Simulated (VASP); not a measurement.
# SnO2 in VASP: a series of runs

The runs below take SnO2 through single point, with PBEsol, PBE+D4, PBE+D3(BJ), LDA.

Everything below comes from runs of VASP 6.6.1. Logs are shortened: lines on timing, memory, paths and dates and some standing lists are left out, and cuts for length are marked.

## 1. The cell of the first run

The structure is orthorhombic, space group Pnnm (No. 58). The conventional cell has a = 4.788 Å, b = 4.867 Å, c = 3.241 Å, α = 90.00°, β = 90.00°, γ = 90.00°. Within 2.8 Å of Sn (site symmetry 2/m) lie 6 O at 2.09 to 2.10 Å. O (site symmetry m) has 3 Sn at 2.09 to 2.10 Å and 1 O at 2.65 Å within 2.8 Å.

## 2. Single point, PBEsol

Contents of INCAR:

```
PREC     = Accurate       # precision mode
ENCUT    = 520            # plane-wave cutoff, eV
EDIFF    = 1E-7           # SCF threshold, eV
ISMEAR   = -1             # smearing method
SIGMA    = 0.05           # smearing width, eV
LREAL    = F              # projectors in reciprocal space
LASPH    = T              # aspherical terms in the spheres
NELM     = 80             # most SCF steps
ALGO     = Normal         # electronic algorithm
ISIF     = 2              # what is computed and relaxed
LWAVE    = F              # write WAVECAR
LCHARG   = F              # write CHGCAR
GGA      = PS             # functional
NBANDS   = 35             # bands
```

Contents of KPOINTS:

```
Automatic mesh
0
Gamma
  6 6 8
```

Contents of POSCAR:

```
SnO2
1.0
    4.7880040000      0.0000000000      0.0000000000
    0.0000000000      4.8665820000      0.0000000000
    0.0000000000      0.0000000000      3.2408980000
Sn O
2 4
Direct
    0.0000000000      0.0000000000      0.0000000000
    0.5000000000      0.5000000000      0.5000000000
    0.7081450000      0.6789580000      0.0000000000
    0.2081450000      0.8210420000      0.5000000000
    0.7918550000      0.1789580000      0.5000000000
    0.2918550000      0.3210420000      0.0000000000
```

Potentials or basis: VASP PAW PBE potentials, release 64 (Sn_d, O).

Launch:

```
cat potpaw_PBE.64/Sn_d/POTCAR potpaw_PBE.64/O/POTCAR > POTCAR
mpirun -np 1 vasp_std > vasp.out
```

OUTCAR:

```text
PREC = Accurate
   ENCUT = 520
   EDIFF = 1E-7
   ISMEAR = -1
   LREAL = F
   LASPH = T
   NELM = 80
   ISIF = 2
   GGA = PS

 ion  position               nearest neighbor table
   1  0.000  0.000  0.000-   4 2.09   5 2.09   4 2.09   5 2.09   3 2.10   6 2.10
   2  0.500  0.500  0.500-   3 2.09   6 2.09   3 2.09   6 2.09   5 2.10   4 2.10
   3  0.708  0.679  0.000-   2 2.09   2 2.09   1 2.10
   4  0.208  0.821  0.500-   1 2.09   1 2.09   2 2.10
   5  0.792  0.179  0.500-   1 2.09   1 2.09   2 2.10
   6  0.292  0.321  0.000-   2 2.09   2 2.09   1 2.10

  LATTYP: Found a simple orthorhombic cell.
 ALAT       =     3.2408980000
 B/A-ratio  =     1.4773695439
 C/A-ratio  =     1.5016152930

  Lattice vectors:

 A1 = (   0.0000000000,   0.0000000000,   3.2408980000)
 A2 = (   4.7880040000,   0.0000000000,   0.0000000000)
 A3 = (   0.0000000000,   4.8665820000,   0.0000000000)

Analysis of symmetry for initial positions (statically):
=====================================================================
 Subroutine PRICEL returns:
 Original cell was already a primitive cell.

 Routine SETGRP: Setting up the symmetry group for a
 simple orthorhombic supercell.

 Subroutine GETGRP returns: Found  8 space group operations
 (whereof  4 operations were pure point group operations)
 out of a pool of  8 trial point group operations.

The static configuration has the point symmetry C_2h.
 The point group associated with its full space group is D_2h.

Analysis of symmetry for dynamics (positions and initial velocities):
=====================================================================
 Subroutine PRICEL returns:
 Original cell was already a primitive cell.

 Routine SETGRP: Setting up the symmetry group for a
 simple orthorhombic supercell.

 Subroutine GETGRP returns: Found  8 space group operations
 (whereof  4 operations were pure point group operations)
 out of a pool of  8 trial point group operations.

The dynamic configuration has the point symmetry C_2h.
 The point group associated with its full space group is D_2h.

 Subroutine INISYM returns: Found  8 space group operations
 (whereof  4 operations are pure point group operations),
 and found     1 'primitive' translations

----------------------------------------------------------------------------------------

                                     Primitive cell

  volume of cell :      75.5169
[... 98 lines left out ...]
   LREAL  =      F    real-space projection
   EDIFFG = 0.1E-05   stopping-criterion for IOM
   NSW    =      0    number of steps for IOM
   IBRION =     -1    ionic relax: 0-MD 1-quasi-New 2-CG
   NFREE  =      0    steps in history (QN), initial steepest desc. (CG)
   ISIF   =      2    stress and relaxation
   ISYM   =      2    0-nonsym 1-usesym 2-fastsym
   POTIM  = 0.5000    time-step for ionic-motion
   TEBEG  =    0.0;   TEEND  =   0.0 temperature during run
   PSTRESS=    0.0 pullay stress
   NELECT =      52.0000    total number of electrons
   NUPDOWN=      -1.0000    fix difference up-down
   EMIN   =  10.00;   EMAX   =-10.00  energy-range for DOS
   EFERMI =   0.00;   METHOD = LEGACY
   ISMEAR =    -1;   SIGMA  =   0.05  broadening in eV -4-tet -1-fermi 0-gaus
   EFERMI_NEDOS =   21; number of points for ismear=-14 and -15
   IALGO  =     38    algorithm
   IMIX   =      4    mixing-type and parameters
     AMIX     =   0.40;   BMIX     =  1.00
     AMIX_MAG =   1.60;   BMIX_MAG =  1.00
  volume/ion in A,a.u.               =      12.59        84.94
  Fermi-wavevector in a.u.,A,eV,Ry     =   1.445644  2.731871 28.434627  2.089886
  Thomas-Fermi vector in A             =   2.563802
   LORBIT       =      0    0 simple, 1 ext, 2 COOP (PROOUT), +10 PAW based schemes
   GGA     = PS    functional components
   LHFCALC =     F    Hartree Fock is set to
   AEXX    =    0.0000 exact exchange contribution
   IVDW    =     0    specifies the selected vdW correction
   LEPSILON=     F    determine dielectric tensor
   LRPA    =     F    only Hartree local field effects (RPA)
 non-spin polarized calculation
  energy-cutoff  :      520.00
  volume of cell :       75.52
 maximum number of plane-waves:      2064
 NGX is ok and might be reduce to    36
   NGX = 17   NGY = 19   NGZ = 13

 number of electron      51.9999998 magnetization

 Free energy of the ion-electron system (eV)
  ---------------------------------------------------
  ext. energy  EPLUGINS =         0.00000000
  ---------------------------------------------------
  free energy    TOTEN  =       -39.61920772 eV

  energy without entropy =      -39.61919860  energy(sigma->0) =      -39.61920316

 E-fermi :   5.6848     XC(G=0): -11.2534

 val. band max:        5.2903577528   @ k =   0.0000   0.0000   0.0000
 cond. band min:       6.0101136108   @ k =   0.0000   0.0000   0.0000
 fundamental gap:      0.7197558580
 Fermi energy:         5.6848245565

 k-point     1 :       0.0000    0.0000    0.0000
  band No.  band energies     occupation
      1     -15.5498      2.00000
      2     -14.8875      2.00000
      3     -14.6866      2.00000
      4     -14.6614      2.00000
      5     -14.6579      2.00000
      6     -14.5910      2.00000
[... 901 lines left out ...]
     34      17.0875      0.00000
     35      17.6319      0.00000

 [... further k-points ...]

------------------------ aborting loop because EDIFF is reached ----------------------------------------

  FORCE on cell =-STRESS in cart. coord.  units (eV):
  Direction    XX          YY          ZZ          XY          YZ          ZX
  --------------------------------------------------------------------------------------
  -------------------------------------------------------------------------------------
  Total       -2.5096812     -2.6278934     -3.0097868      0.0000000      0.0000000      0.0000000
  in kB      -53.2457832    -55.7537921    -63.8561023      0.0000000      0.0000000      0.0000000
  external PRESSURE =     -57.6185592 kB  Pullay stress =       0.0000000 kB

 VOLUME and BASIS-vectors are now :
 -----------------------------------------------------------------------------
  energy-cutoff  :      520.00
  volume of cell :       75.52
      direct lattice vectors                 reciprocal lattice vectors
     4.788004000  0.000000000  0.000000000     0.208855298  0.000000000  0.000000000
     0.000000000  4.866582000  0.000000000     0.000000000  0.205483027  0.000000000
     0.000000000  0.000000000  3.240898000     0.000000000  0.000000000  0.308556456

 POSITION                                       TOTAL-FORCE (eV/Angst)
 -----------------------------------------------------------------------------------
      0.00000      0.00000      0.00000         0.000000      0.000000      0.000000
      2.39400      2.43329      1.62045         0.000000      0.000000      0.000000
      3.39060      3.30420      0.00000        -0.103243      0.018968     -0.000000
      0.99660      3.99567      1.62045        -0.103243     -0.018968     -0.000000
      3.79140      0.87091      1.62045         0.103243      0.018968      0.000000
      1.39740      1.56238      0.00000         0.103243     -0.018968      0.000000
 -----------------------------------------------------------------------------------
    total drift:                                0.000000      0.000000      0.000000

  FREE ENERGIE OF THE ION-ELECTRON SYSTEM (eV)
  ---------------------------------------------------
  free  energy   TOTEN  =       -39.6192077248 eV

  energy  without entropy=      -39.6191986021  energy(sigma->0) =      -39.61920316
```

Run time: 2.3 min. Hardware: 1 thread of Intel Xeon Platinum 8375C at 2.90GHz (Ice Lake), shared host; peak memory 0.29 GiB.

What came out:

| Property | Result |
| --- | --- |
| Free energy | -39.6192 eV |
| Pressure | -5.8 GPa |
| Largest force | 0.105 eV/Å |
| Band gap on the k mesh | 0.72 eV |

Forces in eV/Å, atoms in the order of the input:
```
Sn   0.000  0.000  0.000
Sn   0.000  0.000  0.000
O   -0.103  0.019  0.000
O   -0.103 -0.019  0.000
O    0.103  0.019  0.000
O    0.103 -0.019  0.000
```

Caveat: the cell stands under tension; the PAW data sets were made with another functional, which shifts forces and pressure a little; spin-orbit coupling is left out, which moves the levels of the heavy elements.

## 3. Single point, PBE+D4

This run uses another cell than the first one, of 12.34 Å³/atom.

Contents of INCAR:

```
PREC = Accurate
ENCUT = 520
EDIFF = 1E-6
ISMEAR = -1
SIGMA = 0.05
LREAL = F
LASPH = T
NELM = 60
ALGO = Normal
ISIF = 2
LWAVE = F
LCHARG = F
GGA = PE
IVDW = 13
NBANDS = 35
```

KPOINTS is that of step 2.

Contents of POSCAR:

```
SnO2
1.0
    4.7873714007      0.0000000000      0.0000000000
    0.0000000000      4.7896132181      0.0000000000
    0.0000000000      0.0000000000      3.2285158391
Sn O
2 4
Direct
    0.0000000000      0.0000000000      0.0000000000
    0.5000000000      0.5000000000      0.5000000000
    0.6940125093      0.6936530730      0.0000000000
    0.1940125093      0.8063469270      0.5000000000
    0.8059874907      0.1936530730      0.5000000000
    0.3059874907      0.3063469270      0.0000000000
```

Potentials or basis: VASP PAW PBE potentials, release 64 (Sn_d, O).

Launch:

```
cat potpaw_PBE.64/Sn_d/POTCAR potpaw_PBE.64/O/POTCAR > POTCAR
mpirun -np 1 vasp_std > vasp.out
```

Run time: 2.8 min. Hardware: 1 thread of Intel Xeon 8259CL, shared host; peak memory 0.28 GiB.

It converged, with:

- Free energy: -38.8561 eV
- Pressure: 0.6 GPa
- Largest force: 0.015 eV/Å
- Band gap on the k mesh: 0.85 eV
- Dispersion energy per atom: -0.261 eV

Forces in eV/Å, atoms in the order of the input:
```
Sn   0.000  0.000  0.000
Sn   0.000  0.000  0.000
O    0.010  0.011  0.000
O    0.010 -0.011  0.000
O   -0.010  0.011  0.000
O   -0.010 -0.011  0.000
```

Stress tensor (GPa, compression positive):
```
0.55 0.00 0.00
0.00 0.53 0.00
0.00 0.00 0.84
```

Levels at points of the mesh, in eV from the valence-band top:
| k point | band 22 | band 23 | band 24 | band 25 | band 26 | band 27 | band 28 | band 29 | band 30 | band 31 |
| --- | --- | --- | --- | --- | --- | --- | --- | --- | --- | --- |
| (0.00, 0.00, 0.00) | -1.26 | -1.26 | -0.75 | -0.75 | 0.00 | 0.85 | 5.84 | 6.13 | 6.13 | 10.21 |
| (0.50, 0.00, 0.00) | -1.93 | -1.21 | -1.21 | -0.61 | -0.61 | 4.07 | 4.07 | 6.88 | 6.88 | 10.65 |
| (0.00, 0.50, 0.00) | -1.93 | -1.21 | -1.21 | -0.61 | -0.61 | 4.07 | 4.07 | 6.89 | 6.89 | 10.64 |
| (0.50, 0.50, 0.00) | -1.92 | -1.34 | -1.34 | -0.86 | -0.86 | 4.47 | 4.47 | 7.27 | 7.27 | 10.71 |
| (0.00, 0.00, 0.50) | -2.60 | -1.58 | -1.58 | -1.21 | -1.21 | 5.79 | 5.79 | 9.51 | 9.51 | 10.40 |
| (0.50, 0.00, 0.50) | -1.69 | -1.04 | -1.04 | -0.73 | -0.73 | 6.06 | 6.06 | 7.79 | 7.79 | 10.70 |
| (0.00, 0.50, 0.50) | -1.69 | -1.05 | -1.05 | -0.73 | -0.73 | 6.06 | 6.06 | 7.79 | 7.79 | 10.70 |
| (0.50, 0.50, 0.50) | -2.40 | -0.93 | -0.93 | -0.79 | -0.79 | 4.52 | 4.52 | 8.73 | 8.73 | 10.70 |

Caveat: spin-orbit coupling is left out, which moves the levels of the heavy elements.

## 4. Single point, PBE+D3(BJ)

This run uses another cell than the first one, of 12.37 Å³/atom.

Contents of INCAR:

```
ALGO = Normal
EDIFF = 1E-6
ENCUT = 520
GGA = PE
ISIF = 2
ISMEAR = -1
IVDW = 12
LASPH = T
LCHARG = F
LREAL = F
LWAVE = F
NBANDS = 35
NELM = 60
PREC = Accurate
SIGMA = 0.05
```

Contents of KPOINTS:

```
k-points
0
Gamma
  6 6 8
```

Contents of POSCAR:

```
SnO2
1.0
    4.7928249956      0.0000000000      0.0000000000
    0.0000000000      4.7949963833      0.0000000000
    0.0000000000      0.0000000000      3.2298611716
Sn O
2 4
Direct
    0.0000000000      0.0000000000      0.0000000000
    0.5000000000      0.5000000000      0.5000000000
    0.6939343552      0.6936408638      0.0000000000
    0.1939343552      0.8063591362      0.5000000000
    0.8060656448      0.1936408638      0.5000000000
    0.3060656448      0.3063591362      0.0000000000
```

Launch:

```
cat potpaw_PBE.64/Sn_d/POTCAR potpaw_PBE.64/O/POTCAR > POTCAR
mpirun -np 1 vasp_std > vasp.out
```

Wall time 3 min (1 thread of Intel Xeon 8259CL, shared host); peak memory 0.3 GiB.

The run converged. Its results:

- Free energy: -38.5835 eV
- Pressure: 0.6 GPa
- Largest force: 0.015 eV/Å
- Band gap on the k mesh: 0.83 eV
- Dispersion energy per atom: -0.215 eV

Forces in eV/Å, atoms in the order of the input:
```
Sn   0.000  0.000  0.000
Sn   0.000  0.000  0.000
O    0.011  0.011  0.000
O    0.011 -0.011  0.000
O   -0.011  0.011  0.000
O   -0.011 -0.011  0.000
```

Stress tensor (GPa, compression positive):
```
0.54 0.00 0.00
0.00 0.52 0.00
0.00 0.00 0.83
```

Levels at points of the mesh, in eV from the valence-band top:
```
           k point  band 23  band 24  band 25  band 26  band 27  band 28  band 29  band 30
(0.00, 0.00, 0.00)    -1.26    -0.75    -0.75     0.00     0.83     5.82     6.12     6.12
(0.50, 0.00, 0.00)    -1.21    -1.21    -0.61    -0.61     4.04     4.04     6.87     6.87
(0.00, 0.50, 0.00)    -1.21    -1.21    -0.61    -0.61     4.04     4.04     6.88     6.88
(0.50, 0.50, 0.00)    -1.33    -1.33    -0.86    -0.86     4.44     4.44     7.25     7.25
(0.00, 0.00, 0.50)    -1.57    -1.57    -1.20    -1.20     5.76     5.76     9.49     9.49
(0.50, 0.00, 0.50)    -1.04    -1.04    -0.73    -0.73     6.03     6.03     7.76     7.76
(0.00, 0.50, 0.50)    -1.04    -1.04    -0.73    -0.73     6.03     6.03     7.76     7.76
(0.50, 0.50, 0.50)    -0.93    -0.93    -0.79    -0.79     4.49     4.49     8.72     8.72
```

Caveat: spin-orbit coupling is left out, which moves the levels of the heavy elements.

## 5. Single point, LDA

This run uses another cell than the first one, of 11.86 Å³/atom.

Contents of INCAR:

```
SYSTEM = SnO2
  ALGO = Normal
  EDIFF = 1E-6
  ENCUT = 520
  ISIF = 2
  ISMEAR = -1
  LASPH = .TRUE.
  LCHARG = .TRUE.
  LELF = .TRUE.
  LREAL = .FALSE.
  LVHAR = .TRUE.
  LWAVE = .FALSE.
  NBANDS = 35
  NELM = 80
  PREC = Accurate
  SIGMA = 0.05
```

Contents of KPOINTS:

```
k-points
0
G
  5 5 6
  0 0 0
```

Contents of POSCAR:

```
SnO2
1.0
    4.7228709622      0.0000000000      0.0000000000
    0.0000000000      4.7232626986      0.0000000000
    0.0000000000      0.0000000000      3.1910741169
Sn O
2 4
Direct
    0.0000000000      0.0000000000      0.0000000000
    0.5000000000      0.5000000000      0.5000000000
    0.6939666387      0.6938494537      0.0000000000
    0.1939666387      0.8061505463      0.5000000000
    0.8060333613      0.1938494537      0.5000000000
    0.3060333613      0.3061505463      0.0000000000
```

Potentials or basis: VASP PAW LDA potentials, release 64 (Sn_d, O).

Launch:

```
cat potpaw_LDA.64/Sn_d/POTCAR potpaw_LDA.64/O/POTCAR > POTCAR
mpirun -np 1 vasp_std > vasp.out
```

It took 28 s on 1 thread of Intel Xeon 6975P-C (Granite Rapids), shared host; peak memory 0.19 GiB.

It converged, with:

| Quantity | Value |
| --- | --- |
| Free energy | -42.2796 eV |
| Pressure | 1.0 GPa |
| Largest force | 0.023 eV/Å |
| Band gap on the k mesh | 1.19 eV |

Forces in eV/Å, atoms in the order of the input:
```
Sn   0.000  0.000  0.000
Sn   0.000  0.000  0.000
O    0.016  0.016  0.000
O    0.016 -0.016  0.000
O   -0.016  0.016  0.000
O   -0.016 -0.016  0.000
```

Stress tensor (GPa, compression positive):
```
0.82 0.00 0.00
0.00 0.82 0.00
0.00 0.00 1.25
```

Levels at points of the mesh, in eV from the valence-band top:
| k point | band 22 | band 23 | band 24 | band 25 | band 26 | band 27 | band 28 | band 29 | band 30 | band 31 |
| --- | --- | --- | --- | --- | --- | --- | --- | --- | --- | --- |
| (0.00, 0.00, 0.00) | -1.28 | -1.28 | -0.81 | -0.81 | 0.00 | 1.19 | 5.95 | 6.07 | 6.07 | 10.11 |
| (0.00, 0.00, 0.50) | -2.71 | -1.73 | -1.73 | -1.29 | -1.29 | 6.07 | 6.07 | 9.54 | 9.54 | 10.40 |

Caveat: spin-orbit coupling is left out, which moves the levels of the heavy elements.

(Part 1 of 2 ends here.)
